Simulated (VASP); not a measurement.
# Ti2Al6H in VASP: notebook

Runs on Ti2Al6H. Level: PBE+D3(BJ). Tasks: single point.

All numbers are computed with VASP 6.6.1; they aren't measurements. Logs are shortened: lines on timing, memory, paths and dates and some standing lists are left out, and cuts for length are marked.

### Step 1. The cell of the first run

The cell holds a slab with vacuum, 9 atoms: a = 5.024 Å, b = 5.024 Å, c = 21.219 Å, α = 90.00°, β = 90.00°, γ = 64.55°.

### Step 2. Single point, PBE+D3(BJ)

Contents of INCAR:

```
SYSTEM = Ti2Al6H
PREC = Accurate
ENCUT = 520
EDIFF = 1E-6
ISMEAR = 0
SIGMA = 0.1
LREAL = .False.
LASPH = .True.
NELM = 80
ALGO = Normal
ISIF = 2
LWAVE = .False.
LCHARG = .False.
LDIPOL = .True.
IDIPOL = 3
DIPOL = 0.5 0.5 0.312
GGA = PE
IVDW = 12
NBANDS = 32
```

Contents of KPOINTS:

```
Automatic mesh
0
Gamma
  6 6 1
  0 0 0
```

Contents of POSCAR:

```
Ti2Al6H
1.0
    5.0241861190      0.0000000000      0.0000000000
    2.1588814530      4.5367033218      0.0000000000
    0.0000000000      0.0000000000     21.2187109014
Al Ti H
6 2 1
Direct
    0.5000000000      0.0000000000      0.1885128658
    0.0000000000      0.5000000000      0.1885128658
    0.0000000000      0.0000000000      0.2517328341
    0.0000000000      0.5000000000      0.3193548961
    0.5000000000      0.0000000000      0.3193548961
    0.5000000000      0.5000000000      0.3826203646
    0.5000000000      0.5000000000      0.2517328341
    0.0000000000      0.0000000000      0.3797002555
    0.6666666667      0.6666666667      0.5287178356
```

Potentials or basis: VASP PAW PBE potentials, release 64 (Al, Ti_sv, H).

Run with:

```console
$ cat potpaw_PBE.64/Al/POTCAR potpaw_PBE.64/Ti_sv/POTCAR potpaw_PBE.64/H/POTCAR > POTCAR
$ mpirun -np 1 vasp_std > vasp.out
```

OUTCAR:

```text
SYSTEM = Ti2Al6H
   PREC = Accurate
   ENCUT = 520
   EDIFF = 1E-6
   ISMEAR = 0
   LREAL = .False.
   LASPH = .True.
   NELM = 80
   ISIF = 2
   GGA = PE
   IVDW = 12
 IVDW          = 12

 ion  position               nearest neighbor table
   1  0.500  0.000  0.189-   2 2.68   2 2.68   5 2.78   7 2.85   7 2.85   3 2.85   3 2.85
   2  0.000  0.500  0.189-   1 2.68   1 2.68   4 2.78   3 2.85   3 2.85   7 2.85   7 2.85
   3  0.000  0.000  0.252-   7 2.68   7 2.68   8 2.72   2 2.85   2 2.85   1 2.85   1 2.85   4 2.89
                             4 2.89   5 2.89   5 2.89
   4  0.000  0.500  0.319-   5 2.68   5 2.68   2 2.78   8 2.82   8 2.82   6 2.85   6 2.85   3 2.89
                             3 2.89   7 2.89   7 2.89
   5  0.500  0.000  0.319-   4 2.68   4 2.68   1 2.78   8 2.82   8 2.82   6 2.85   6 2.85   7 2.89
                             7 2.89   3 2.89   3 2.89
   6  0.500  0.500  0.383-   8 2.68   8 2.68   7 2.78   5 2.85   5 2.85   4 2.85   4 2.85
   7  0.500  0.500  0.252-   3 2.68   3 2.68   6 2.78   1 2.85   1 2.85   2 2.85   2 2.85   5 2.89
                             5 2.89   4 2.89   4 2.89
   8  0.000  0.000  0.380-   6 2.68   6 2.68   3 2.72   4 2.82   4 2.82   5 2.82   5 2.82
   9  0.667  0.667  0.529-

  LATTYP: Found a base centered orthorhombic cell.
 ALAT       =     5.3657849248
 B/A-ratio  =     1.5833231892
 C/A-ratio  =     3.9544467769

  Lattice vectors:

 A1 = (  -2.1588814530,  -4.5367033218,   0.0000000000)
 A2 = (   5.0241861190,   0.0000000000,   0.0000000000)
 A3 = (   0.0000000000,   0.0000000000,  21.2187109014)

Analysis of symmetry for initial positions (statically):
=====================================================================
 Subroutine PRICEL returns:
 Original cell was already a primitive cell.

 Routine SETGRP: Setting up the symmetry group for a
 base centered orthorhombic supercell.

 Subroutine GETGRP returns: Found  2 space group operations
 (whereof  2 operations were pure point group operations)
 out of a pool of  8 trial point group operations.

The static configuration has the point symmetry C_1h.

Analysis of symmetry for dynamics (positions and initial velocities):
=====================================================================
 Subroutine PRICEL returns:
 Original cell was already a primitive cell.

 Routine SETGRP: Setting up the symmetry group for a
 base centered orthorhombic supercell.

 Subroutine GETGRP returns: Found  2 space group operations
 (whereof  2 operations were pure point group operations)
 out of a pool of  8 trial point group operations.

The dynamic configuration has the point symmetry C_1h.

 Subroutine INISYM returns: Found  2 space group operations
[... 116 lines left out ...]
   IALGO  =     38    algorithm
   IMIX   =      4    mixing-type and parameters
     AMIX     =   0.40;   BMIX     =  1.00
     AMIX_MAG =   1.60;   BMIX_MAG =  1.00
  volume/ion in A,a.u.               =      53.74       362.64
  Fermi-wavevector in a.u.,A,eV,Ry     =   0.730672  1.380770  7.263905  0.533882
  Thomas-Fermi vector in A             =   1.822700
   LORBIT       =      0    0 simple, 1 ext, 2 COOP (PROOUT), +10 PAW based schemes
   GGA     = PE    functional components
   LHFCALC =     F    Hartree Fock is set to
   AEXX    =    0.0000 exact exchange contribution
   IVDW    =    12    specifies the selected vdW correction
   LEPSILON=     F    determine dielectric tensor
   LRPA    =     F    only Hartree local field effects (RPA)
 non-spin polarized calculation
 Gauss-broadening in eV      SIGMA  =   0.10
  energy-cutoff  :      520.00
  volume of cell :      483.64
 maximum number of plane-waves:     13072
 NGX is ok and might be reduce to    40
   NGX = 19   NGY = 19   NGZ = 79

 dipolmoment           0.000000      0.000000     -0.131146 electrons x Angstroem

 number of electron      43.0000009 magnetization

 dipolmoment           0.000000      0.000000      0.244718 electrons x Angstroem

 Free energy of the ion-electron system (eV)
  ---------------------------------------------------
  ext. energy  EPLUGINS =         0.00000000
  ---------------------------------------------------
  free energy    TOTEN  =       -36.90453258 eV

  energy without entropy =      -36.86817653  energy(sigma->0) =      -36.88635455

 E-fermi :  -1.4350     XC(G=0):  -4.0954

 val. band max:       -1.4604051114   @ k =   0.1667   0.0000   0.0000
 cond. band min:      -1.4233215196   @ k =  -0.3333   0.1667   0.0000
 fundamental gap:      0.0370835919
 Fermi energy:        -1.4349938886

 k-point     1 :       0.0000    0.0000    0.0000
  band No.  band energies     occupation
      1     -58.4334      2.00000
      2     -58.0290      2.00000
      3     -34.8726      2.00000
      4     -34.7025      2.00000
      5     -34.5654      2.00000
      6     -34.4356      2.00000
[... 444 lines left out ...]
     31       1.8137      0.00000
     32       1.9215      0.00000

------------------------ aborting loop because EDIFF is reached ----------------------------------------

 vacuum level on the upper side and lower side of the slab       (xc-potential included)         0.765        -1.137

 Edisp (eV)   -2.02136

 E8    (eV) :    -0.9628

  FORCE on cell =-STRESS in cart. coord.  units (eV):
  Direction    XX          YY          ZZ          XY          YZ          ZX
  --------------------------------------------------------------------------------------
  -------------------------------------------------------------------------------------
  Total      -4.82093    -3.00297    -3.89492    -1.91014    -0.29454    -0.46635
  in kB     -15.97041    -9.94802   -12.90280    -6.32777    -0.97573    -1.54489
  external pressure =      -12.94 kB  Pullay stress =        0.00 kB

 VOLUME and BASIS-vectors are now :
 -----------------------------------------------------------------------------
  energy-cutoff  :      520.00
  volume of cell :      483.64
      direct lattice vectors                 reciprocal lattice vectors
     5.024186119  0.000000000  0.000000000     0.199037212 -0.094715858  0.000000000
     2.158881453  4.536703322  0.000000000     0.000000000  0.220424376  0.000000000
     0.000000000  0.000000000 21.218710901     0.000000000  0.000000000  0.047128216

 POSITION                                       TOTAL-FORCE (eV/Angst)
 -----------------------------------------------------------------------------------
      2.51209      0.00000      4.00000         0.002554     -0.067004      0.521684
      1.07944      2.26835      4.00000        -0.059406      0.031097      0.521684
      0.00000      0.00000      5.34145        -0.001533     -0.000968     -0.564072
      1.07944      2.26835      6.77630         0.049596     -0.009582     -0.025931
      2.51209      0.00000      6.77630         0.012659      0.048902     -0.025931
      3.59153      2.26835      8.11871         0.054049      0.034136      0.268527
      3.59153      2.26835      5.34145         0.071232      0.044989     -0.446709
      0.00000      0.00000      8.05675         0.007337      0.004634      0.528814
      4.78871      3.02447     11.21871        -0.136489     -0.086204     -0.778066
 -----------------------------------------------------------------------------------
    total drift:                               -0.000005     -0.000003     -0.000364

  FREE ENERGIE OF THE ION-ELECTRON SYSTEM (eV)
  ---------------------------------------------------
  free  energy   TOTEN  =       -38.9258941078 eV

  energy  without entropy=      -38.8895380578  energy(sigma->0) =      -38.90771608

 vacuum level on the upper side and lower side of the slab         4.531         2.593
```

stdout:

```text
POSCAR found type information on POSCAR AlTiH
 POSCAR found :  3 types and       9 ions
 scaLAPACK will be used
 LDA part: xc-table for (Slater+PW92), standard interpolation
 POSCAR, INCAR and KPOINTS ok, starting setup
 FFT: planning ... GRIDC
 FFT: planning ... GRID_SOFT
 FFT: planning ... GRID
 WAVECAR not read
 entering main loop
```

Run time: 14 min. Hardware: 1 thread of Intel Xeon 8259CL, shared host; peak memory 0.65 GiB.

What came out:

* Free energy: -38.9259 eV
* Largest force: 0.795 eV/Å
* Band gap on the k mesh: zero (an odd number of electrons rules out a gap without spin polarisation)
* Dispersion energy per atom: -0.225 eV

Forces on the atoms (eV/Å):
```
Al   0.003 -0.067  0.522
Al  -0.059  0.031  0.522
Al  -0.002 -0.001 -0.564
Al   0.050 -0.010 -0.026
Al   0.013  0.049 -0.026
Al   0.054  0.034  0.269
Ti   0.071  0.045 -0.447
Ti   0.007  0.005  0.529
H   -0.136 -0.086 -0.778
```

### Step 3. Single point, PBE+D3(BJ)

Contents of INCAR:

```
ALGO = Normal ; DIPOL = 0.5 0.5 0.312
EDIFF = 1E-7 ; ENCUT = 520
GGA = PE ; IDIPOL = 3
ISIF = 2 ; ISMEAR = 0
IVDW = 12 ; LASPH = T
LCHARG = T ; LDIPOL = T
LELF = T ; LREAL = F
LVACPOTAV = T ; LVHAR = T
LWAVE = F ; NBANDS = 32
NELM = 100 ; PREC = Accurate
SIGMA = 0.1
```

Contents of KPOINTS:

```
k-points
0
Gamma
  6 6 1
```

POSCAR, as its differences from that of step 2:

```diff
@@ -16,2 +16,2 @@
     0.0000000000      0.0000000000      0.3797002555
-    0.6666666667      0.6666666667      0.5287178356
+    0.6666666667      1.3333333333      0.5287178356
```

Potentials or basis: VASP PAW PBE potentials, release 64 (Al, Ti_sv, H).

Run with:

```console
$ cat potpaw_PBE.64/Al/POTCAR potpaw_PBE.64/Ti_sv/POTCAR potpaw_PBE.64/H/POTCAR > POTCAR
$ mpirun -np 1 vasp_std > vasp.out
```

It took 17 min on 1 thread of Intel Xeon 8259CL, shared host; peak memory 0.65 GiB.

Results (log left out):

```
Free energy                : -39.1353 eV
Largest force              : 1.107 eV/Å
Band gap on the k mesh     : zero (an odd number of electrons rules out a gap without spin polarisation)
Dispersion energy per atom : -0.225 eV
```

Forces on the atoms (eV/Å):
```
Al  -0.007  0.005  0.549
Al  -0.002  0.008  0.549
Al   0.018 -0.028 -0.549
Al  -0.013 -0.002 -0.025
Al   0.008  0.011 -0.025
Al   0.044 -0.070  0.343
Ti   0.027 -0.043 -0.418
Ti  -0.083  0.132  0.683
H    0.009 -0.014 -1.107
```

Levels at points of the mesh, in eV from the Fermi level:
| k point | band 17 | band 18 | band 19 | band 20 | band 21 | band 22 | band 23 | band 24 | band 25 | band 26 |
| --- | --- | --- | --- | --- | --- | --- | --- | --- | --- | --- |
| (0.00, 0.00, 0.00) | -1.15 | -1.13 | -1.08 | -1.06 | -0.44 | -0.32 | -0.15 | 0.56 | 0.87 | 1.60 |
| (0.50, 0.00, 0.00) | -1.47 | -0.85 | -0.63 | -0.27 | -0.10 | 0.11 | 0.27 | 0.79 | 0.93 | 1.17 |
| (0.50, 0.50, 0.00) | -1.84 | -0.98 | -0.39 | -0.35 | 0.20 | 0.31 | 0.48 | 0.53 | 0.67 | 0.81 |

The gap in the log of VASP goes by the Fermi energy; the results here count the filled bands.